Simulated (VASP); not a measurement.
A run of VASP 6.6.1 is set up as follows.

POSCAR

```
Zn
1.0
   -1.5727714914      1.5727714914      1.5727714914
    1.5727714914     -1.5727714914      1.5727714914
    1.5727714914      1.5727714914     -1.5727714914
Zn
1
Direct
    0.0000000000      0.0000000000      0.0000000000
```

INCAR.step1

```
PREC = Accurate
ENCUT = 520
EDIFF = 1E-5
ISMEAR = -1
SIGMA = 0.05
LREAL = F
LASPH = T
NELM = 60
ALGO = Normal
ISIF = 2
LWAVE = T
GGA = PE
NBANDS = 12
```

The input INCAR.step2:

```
PREC = Accurate
ENCUT = 520
EDIFF = 1E-7
ISMEAR = -1
SIGMA = 0.05
LREAL = F
LASPH = T
NELM = 60
ALGO = Normal
ISIF = 2
LWAVE = F
LCHARG = T
GGA = PE
LHFCALC = T
AEXX = 0.25
HFSCREEN = 0.3
PRECFOCK = Normal
LELF = T
LVHAR = T
ISTART = 1
NBANDS = 12
```

File KPOINTS:

```
regular mesh
0
Gamma
  6 6 6
```

Potentials or basis: VASP PAW PBE potentials, release 64 (Zn).

The run is started by

```sh
$ cat potpaw_PBE.64/Zn/POTCAR > POTCAR
$ cp INCAR.step1 INCAR
$ mpirun -np 1 vasp_std > vasp.out
$ cp INCAR.step2 INCAR
$ mpirun -np 1 vasp_std > vasp.out
```

Question: Estimate the pressure.

Answer: 0.1 GPa.

Question: What does it give for the band gap on the k mesh?

Answer: Zero (bands 6 and 7 overlap by 5.67 eV).

Caveat: the k points lie up to 0.47 Å⁻¹ apart, too coarse for converged energies and pressures of a metal; the PAW data sets were made with another functional, which shifts forces and pressure a little.
